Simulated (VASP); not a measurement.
# CuP (F-43m) in VASP: single point with PBE

Aim: the single point of CuP with PBE.

Program: VASP 6.6.1. These are calculated values, not measurements. Logs are shortened: lines on timing, memory, paths and dates and some standing lists are left out, and cuts for length are marked.

## (1) The cell of the first run

It takes space group F-43m (No. 216, cubic). The conventional cell has a = 5.202 Å, b = 5.202 Å, c = 5.202 Å, α = 90.00°, β = 90.00°, γ = 90.00°. Cu (site symmetry -43m) has 4 P at 2.25 Å within 3.0 Å. P (site symmetry -43m) has 4 Cu at 2.25 Å within 3.0 Å.

## (2) Single point, PBE

INCAR reads:

```
  PREC = Accurate
  ENCUT = 820
  EDIFF = 1E-6
  ISMEAR = 0
  SIGMA = 0.1
  LREAL = False
  LASPH = True
  NELM = 120
  ALGO = Normal
  ISIF = 2
  LWAVE = False
  LCHARG = False
  GGA = PE
  NBANDS = 19
  GGA_COMPAT = False
```

KPOINTS reads:

```
Automatic mesh
0
Gamma
  18 18 18
```

POSCAR reads:

```
CuP
1.0
    0.0000000000      2.6009943249      2.6009943249
    2.6009943249      0.0000000000      2.6009943249
    2.6009943249      2.6009943249      0.0000000000
Cu P
1 1
Direct
    0.0000000000      0.0000000000      0.0000000000
    0.2500000000      0.2500000000      0.2500000000
```

Potentials or basis: VASP PAW PBE potentials, release 64 (Cu_sv_GW, P).

On the command line:

```bash
> cat potpaw_PBE.64/Cu_sv_GW/POTCAR potpaw_PBE.64/P/POTCAR > POTCAR
> mpirun -np 1 vasp_std > vasp.out
```

OUTCAR:

```text
PREC = Accurate
   ENCUT = 820
   EDIFF = 1E-6
   ISMEAR = 0
   LREAL = False
   LASPH = True
   NELM = 120
   ISIF = 2
   GGA = PE

 ion  position               nearest neighbor table
   1  0.000  0.000  0.000-   2 2.25   2 2.25   2 2.25   2 2.25
   2  0.250  0.250  0.250-   1 2.25   1 2.25   1 2.25   1 2.25

  LATTYP: Found a face centered cubic cell.
 ALAT       =     5.2019886498

  Lattice vectors:

 A1 = (   0.0000000000,   2.6009943249,   2.6009943249)
 A2 = (   2.6009943249,   0.0000000000,   2.6009943249)
 A3 = (   2.6009943249,   2.6009943249,   0.0000000000)

Analysis of symmetry for initial positions (statically):
=====================================================================
 Subroutine PRICEL returns:
 Original cell was already a primitive cell.

 Routine SETGRP: Setting up the symmetry group for a
 face centered cubic supercell.

 Subroutine GETGRP returns: Found 24 space group operations
 (whereof 24 operations were pure point group operations)
 out of a pool of 48 trial point group operations.

The static configuration has the point symmetry T_d .

Analysis of symmetry for dynamics (positions and initial velocities):
=====================================================================
 Subroutine PRICEL returns:
 Original cell was already a primitive cell.

 Routine SETGRP: Setting up the symmetry group for a
 face centered cubic supercell.

 Subroutine GETGRP returns: Found 24 space group operations
 (whereof 24 operations were pure point group operations)
 out of a pool of 48 trial point group operations.

The dynamic configuration has the point symmetry T_d .

 Subroutine INISYM returns: Found 24 space group operations
 (whereof 24 operations are pure point group operations),
 and found     1 'primitive' translations

----------------------------------------------------------------------------------------

                                     Primitive cell

  volume of cell :      35.1923

  direct lattice vectors                    reciprocal lattice vectors
     0.000000000  2.600994325  2.600994325    -0.192234176  0.192234176  0.192234176
     2.600994325  0.000000000  2.600994325     0.192234176 -0.192234176  0.192234176
     2.600994325  2.600994325  0.000000000     0.192234176  0.192234176 -0.192234176

  length of vectors
     3.678361450  3.678361450  3.678361450     0.332959359  0.332959359  0.332959359

  position of ions in fractional coordinates (direct lattice)
     0.000000000  0.000000000  0.000000000
     0.250000000  0.250000000  0.250000000

  ion indices of the primitive-cell ions
   primitive index   ion index
                 1           1
                 2           2

----------------------------------------------------------------------------------------

 KPOINTS: Automatic mesh

Automatic generation of k-mesh.
 Grid dimensions read from file:
 generate k-points for:   18   18   18

 Generating k-lattice:

  Cartesian coordinates                     Fractional coordinates (reciprocal lattice)
    -0.010679676  0.010679676  0.010679676     0.055555556  0.000000000  0.000000000
     0.010679676 -0.010679676  0.010679676     0.000000000  0.055555556  0.000000000
     0.010679676  0.010679676 -0.010679676     0.000000000  0.000000000  0.055555556

  Length of vectors
     0.018497742  0.018497742  0.018497742

  Shift w.r.t. Gamma in fractional coordinates (k-lattice)
     0.000000000  0.000000000  0.000000000

 Subroutine IBZKPT returns following result:
 ===========================================

 Found    195 irreducible k-points:

 Following reciprocal coordinates:
            Coordinates               Weight
  0.000000  0.000000  0.000000      1.000000
  0.055556  0.000000  0.000000      8.000000
  0.111111  0.000000  0.000000      8.000000
  0.166667  0.000000  0.000000      8.000000
  0.222222  0.000000  0.000000      8.000000
  0.277778  0.000000  0.000000      8.000000
[... 16 lines left out ...]
 -0.277778  0.055556  0.000000     24.000000
 -0.222222  0.055556  0.000000     24.000000
 [... further k-points ...]
   k-points           NKPTS =    195   k-points in BZ     NKDIM =    195   number of bands    NBANDS=     19
   number of dos      NEDOS =    301   number of ions     NIONS =      2
   total plane-waves  NPLWV =  46656
   dimension x,y,z NGX =    36 NGY =   36 NGZ =   36
   dimension x,y,z NGXF=    72 NGYF=   72 NGZF=   72
   ions per type =               1   1
   NGX,Y,Z   is equivalent  to a cutoff of  16.27, 16.27, 16.27 a.u.
   NGXF,Y,Z  is equivalent  to a cutoff of  32.54, 32.54, 32.54 a.u.
 SYSTEM =  unknown system
   PREC   = accura    normal or accurate (medium, high low for compatibility)
   ISTART =      0    job   : 0-new  1-cont  2-samecut
   ICHARG =      2    charge: 1-file 2-atom 10-const
   ISPIN  =      1    spin polarized calculation?
   LNONCOLLINEAR =      F non collinear calculations
   LSORBIT =      F    spin-orbit coupling
   LASPH  =      T    aspherical Exc in radial PAW
   ENCUT  =  820.0 eV  60.27 Ry    7.76 a.u.   8.59  8.59  8.59*2*pi/ulx,y,z
   NELM   =    120;   NELMIN=  2; NELMDL= -5     # of ELM steps
   EDIFF  = 0.1E-05   stopping-criterion for ELM
   LREAL  =      F    real-space projection
[... 7 lines left out ...]
   TEBEG  =    0.0;   TEEND  =   0.0 temperature during run
   PSTRESS=    0.0 pullay stress
   NELECT =      24.0000    total number of electrons
   NUPDOWN=      -1.0000    fix difference up-down
   EMIN   =  10.00;   EMAX   =-10.00  energy-range for DOS
   EFERMI =   0.00;   METHOD = LEGACY
   ISMEAR =     0;   SIGMA  =   0.10  broadening in eV -4-tet -1-fermi 0-gaus
   EFERMI_NEDOS =   21; number of points for ismear=-14 and -15
   IALGO  =     38    algorithm
   IMIX   =      4    mixing-type and parameters
     AMIX     =   0.40;   BMIX     =  1.00
     AMIX_MAG =   1.60;   BMIX_MAG =  1.00
  volume/ion in A,a.u.               =      17.60       118.74
  Fermi-wavevector in a.u.,A,eV,Ry     =   1.440995  2.723086 28.252048  2.076467
  Thomas-Fermi vector in A             =   2.559677
   LORBIT       =      0    0 simple, 1 ext, 2 COOP (PROOUT), +10 PAW based schemes
   GGA     = PE    functional components
   LHFCALC =     F    Hartree Fock is set to
   AEXX    =    0.0000 exact exchange contribution
   IVDW    =     0    specifies the selected vdW correction
   LEPSILON=     F    determine dielectric tensor
   LRPA    =     F    only Hartree local field effects (RPA)
 non-spin polarized calculation
 Gauss-broadening in eV      SIGMA  =   0.10
  energy-cutoff  :      820.00
  volume of cell :       35.19
 maximum number of plane-waves:      1895
   NGX = 17   NGY = 17   NGZ = 17

 number of electron      24.0000006 magnetization

 Free energy of the ion-electron system (eV)
  ---------------------------------------------------
  ext. energy  EPLUGINS =         0.00000000
  ---------------------------------------------------
  free energy    TOTEN  =        -8.65429892 eV

  energy without entropy =       -8.64723858  energy(sigma->0) =       -8.65076875

 E-fermi :   4.8180     XC(G=0): -10.4751

 val. band max:        4.7938196765   @ k =  -0.4444   0.2778   0.1111
 cond. band min:       4.8206787447   @ k =  -0.1111   0.1667   0.0556
 fundamental gap:      0.0268590682
 Fermi energy:         4.8180352365

 k-point     1 :       0.0000    0.0000    0.0000
  band No.  band energies     occupation
      1    -108.4057      2.00000
      2     -65.7615      2.00000
      3     -65.7615      2.00000
      4     -65.7615      2.00000
      5      -7.0719      2.00000
      6       0.5448      2.00000
[... 11 lines left out ...]
     18      17.0034      0.00000
     19      17.0042      0.00000

 k-point     2 :       0.0556    0.0000    0.0000
  band No.  band energies     occupation
      1    -108.4057      2.00000
      2     -65.7614      2.00000
      3     -65.7614      2.00000
      4     -65.7614      2.00000
      5      -7.0352      2.00000
      6       0.5281      2.00000
[... 11 lines left out ...]
     18      16.8012      0.00000
     19      16.8025      0.00000

 k-point     3 :       0.1111    0.0000    0.0000
  band No.  band energies     occupation
      1    -108.4056      2.00000
      2     -65.7614      2.00000
      3     -65.7614      2.00000
      4     -65.7614      2.00000
      5      -6.9267      2.00000
      6       0.4791      2.00000
[... 11 lines left out ...]
     18      16.4069      0.00000
     19      16.4070      0.00000

 k-point     4 :       0.1667    0.0000    0.0000
  band No.  band energies     occupation
      1    -108.4056      2.00000
      2     -65.7616      2.00000
      3     -65.7614      2.00000
      4     -65.7614      2.00000
      5      -6.7514      2.00000
      6       0.4007      2.00000
[... 11 lines left out ...]
     18      16.0976      0.00000
     19      16.0976      0.00000

 k-point     5 :       0.2222    0.0000    0.0000
  band No.  band energies     occupation
      1    -108.4057      2.00000
      2     -65.7618      2.00000
      3     -65.7615      2.00000
      4     -65.7615      2.00000
      5      -6.5190      2.00000
      6       0.2962      2.00000
[... 11 lines left out ...]
     18      16.0415      0.00000
     19      16.0415      0.00000
[... 334 lines left out ...]
      2     -65.7620      2.00000
      3     -65.7616      2.00000
      4     -65.7616      2.00000
      5      -5.5882      2.00000
      6      -0.1704      2.00000
[... 11 lines left out ...]
     18      17.4317      0.00000
     19      17.8495      0.00000

 k-point    22 :      -0.3333    0.0556    0.0000
  band No.  band energies     occupation
      1    -108.4056      2.00000
      2     -65.7620      2.00000
      3     -65.7616      2.00000
      4     -65.7616      2.00000
      5      -5.8360      2.00000
      6      -0.0236      2.00000
[... 11 lines left out ...]
     18      16.6180      0.00000
     19      17.5238      0.00000

 k-point    23 :      -0.2778    0.0556    0.0000
  band No.  band energies     occupation
      1    -108.4057      2.00000
      2     -65.7619      2.00000
      3     -65.7616      2.00000
      4     -65.7616      2.00000
      5      -6.1214      2.00000
      6       0.1221      2.00000
[... 11 lines left out ...]
     18      15.9709      0.00000
     19      17.1715      0.00000

 k-point    24 :      -0.2222    0.0556    0.0000
  band No.  band energies     occupation
      1    -108.4057      2.00000
      2     -65.7618      2.00000
      3     -65.7616      2.00000
      4     -65.7615      2.00000
      5      -6.4021      2.00000
      6       0.2507      2.00000
[... 11 lines left out ...]
     18      15.6085      0.00000
     19      16.6964      0.00000

 [... further k-points ...]

------------------------ aborting loop because EDIFF is reached ----------------------------------------

  FORCE on cell =-STRESS in cart. coord.  units (eV):
  Direction    XX          YY          ZZ          XY          YZ          ZX
  --------------------------------------------------------------------------------------
  -------------------------------------------------------------------------------------
  Total       -0.0757696     -0.0757696     -0.0757696     -0.0000000     -0.0000000      0.0000000
  in kB       -3.4495112     -3.4495112     -3.4495112     -0.0000000     -0.0000000      0.0000000
  external PRESSURE =      -3.4495112 kB  Pullay stress =       0.0000000 kB

 VOLUME and BASIS-vectors are now :
 -----------------------------------------------------------------------------
  energy-cutoff  :      820.00
  volume of cell :       35.19
      direct lattice vectors                 reciprocal lattice vectors
     0.000000000  2.600994325  2.600994325    -0.192234176  0.192234176  0.192234176
     2.600994325  0.000000000  2.600994325     0.192234176 -0.192234176  0.192234176
     2.600994325  2.600994325  0.000000000     0.192234176  0.192234176 -0.192234176

 POSITION                                       TOTAL-FORCE (eV/Angst)
 -----------------------------------------------------------------------------------
      0.00000      0.00000      0.00000         0.000000      0.000000      0.000000
      1.30050      1.30050      1.30050        -0.000000     -0.000000     -0.000000
 -----------------------------------------------------------------------------------
    total drift:                                0.000000      0.000000      0.000000

  FREE ENERGIE OF THE ION-ELECTRON SYSTEM (eV)
  ---------------------------------------------------
  free  energy   TOTEN  =        -8.6542989191 eV

  energy  without entropy=       -8.6472385842  energy(sigma->0) =       -8.65076875
```

It took 2.9 min on 1 thread of Intel Xeon Platinum 8488C (Sapphire Rapids), shared host; peak memory 0.44 GiB.

What came out:

```
Free energy            : -8.6543 eV
Pressure               : -0.3 GPa
Band gap on the k mesh : zero (bands 12 and 13 overlap by 3.74 eV)
```

The gap in the log of VASP goes by the Fermi energy; the results here count the filled bands.